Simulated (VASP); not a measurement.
Write the native input for VASP 6.6.1 that does the following.

```yaml
Task: single point
Functional: HSE06
Potentials_or_basis: VASP PAW PBE potentials, release 64 (Zr_sv, S)
Cutoff: 400 eV
k_mesh: 6 × 6 × 4
Occupations: gaussian, width 0.02 eV
Spin: no spin polarisation
Dipole_correction: no
Grid_for_exact_exchange_PRECFOCK: Normal
Further_INCAR_settings: ALGO = Normal; EDIFF = 1e-06; NBANDS = 19
Share_of_exact_exchange: 0.25
Screening_parameter: 0.2079 1/Å
```

Crystal: ZrS2.

```xyz
3
Lattice="3.6706 0.0000 0.0000 -1.8353 3.1788 0.0000 0.0000 0.0000 6.1713" Properties=species:S:1:pos:R:3 pbc="T T T"
Zr    0.0000    0.0000    0.0000
S     1.8353    1.0596    4.7375
S     0.0000    2.1192    1.4338
```

The input as run:

POSCAR

```
ZrS2
1.0
    3.6705822786      0.0000000000      0.0000000000
   -1.8352911393      3.1788175000      0.0000000000
    0.0000000000      0.0000000000      6.1712938257
Zr S
1 2
Direct
    0.0000000000      0.0000000000      0.0000000000
    0.6666666667      0.3333333333      0.7676611101
    0.3333333333      0.6666666667      0.2323388899
```

INCAR.step1

```
PREC = Accurate ; ENCUT = 400
EDIFF = 1E-5 ; ISMEAR = 0
SIGMA = 0.02 ; LREAL = False
LASPH = True ; NELM = 120
ALGO = Normal ; ISIF = 2
LWAVE = True ; LCHARG = False
GGA = PE ; NBANDS = 19
GGA_COMPAT = False
```

INCAR.step2

```
PREC = Accurate ; ENCUT = 400
EDIFF = 1E-6 ; ISMEAR = 0
SIGMA = 0.02 ; LREAL = False
LASPH = True ; NELM = 120
ALGO = Normal ; ISIF = 2
LWAVE = False ; LCHARG = False
GGA = PE ; LHFCALC = True
HFSCREEN = 0.2079 ; PRECFOCK = Normal
ISTART = 1 ; NBANDS = 19
GGA_COMPAT = False
```

KPOINTS

```
Automatic mesh
0
Gamma
  6 6 4
```

Potentials or basis: VASP PAW PBE potentials, release 64 (Zr_sv, S).

Command:

```sh
$ cat potpaw_PBE.64/Zr_sv/POTCAR potpaw_PBE.64/S/POTCAR > POTCAR
$ cp INCAR.step1 INCAR
$ mpirun -np 1 vasp_std > vasp.out
$ cp INCAR.step2 INCAR
$ mpirun -np 1 vasp_std > vasp.out
```

Results of the run:

| Quantity | Value |
| --- | --- |
| Pressure | 0.4 GPa |
| Largest force | 0.004 eV/Å |
| Band gap on the k mesh | 1.91 eV (least direct gap 2.58 eV) |

Caveat: the PAW data sets were made with another functional, which shifts forces and pressure a little; this functional lacks dispersion, which binds the layers, so the pressure and a relaxed spacing across them are unreliable.

Wall time 45 min on 1 thread of Intel(R) Xeon(R) Platinum 8488C (Sapphire Rapids) (shared host), peak memory 0.28 GiB.
